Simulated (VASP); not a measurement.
SnH5: single point with PBE

The system is SnH5.

```
Sn H
1.0
     0.00000    2.75436    2.75436
     2.75436    0.00000    2.75436
     2.75436    2.75436    0.00000
Sn H
1 5
Cartesian
  0.0000 0.0000 0.0000
  4.1315 4.1315 4.1315
  3.2607 3.2607 2.2480
  3.2607 2.2480 3.2607
  2.2480 3.2607 3.2607
  2.2480 2.2480 2.2480
```

```
Program             : VASP 6.6.1
Task                : single point
Functional          : PBE
Potentials or basis : VASP PAW PBE potentials, release 64 (Sn_d, H)
Cutoff              : 520 eV
k mesh              : 4 × 4 × 4
Occupations         : gaussian, width 0.1 eV
Spin                : no spin polarisation
```

```
Pressure      : -0.5 GPa
Largest force : 0.007 eV/Å
```

Forces in eV/Å, atoms in the order of the input:
```
Sn   0.000  0.000  0.000
H    0.000  0.000  0.000
H    0.004  0.004 -0.004
H    0.004 -0.004  0.004
H   -0.004  0.004  0.004
H   -0.004 -0.004 -0.004
```

Levels at points of the mesh, in eV from the Fermi level:
```tsv
k point	band 5	band 6	band 7	band 8	band 9	band 10	band 11	band 12	band 13	band 14
(0.00, 0.00, 0.00)	-20.94	-12.76	-1.93	0.37	0.37	0.37	2.20	5.36	5.36	5.36
(0.50, 0.00, 0.00)	-20.90	-9.93	-8.21	-1.27	0.39	0.39	2.18	2.83	2.83	7.90
(0.50, 0.50, 0.00)	-20.89	-9.07	-6.41	-4.26	-2.28	-2.28	-0.96	8.05	8.05	11.35
```

It took 7.4 s on 1 thread of Intel(R) Xeon(R) Platinum 8259CL CPU @ 2.50GHz (Skylake/Cascade Lake), with other jobs on the host, peak memory 0.16 GiB.

Caveat: the k points lie up to 0.49 Å⁻¹ apart; spin-orbit coupling is left out, which moves the levels of the heavy elements.
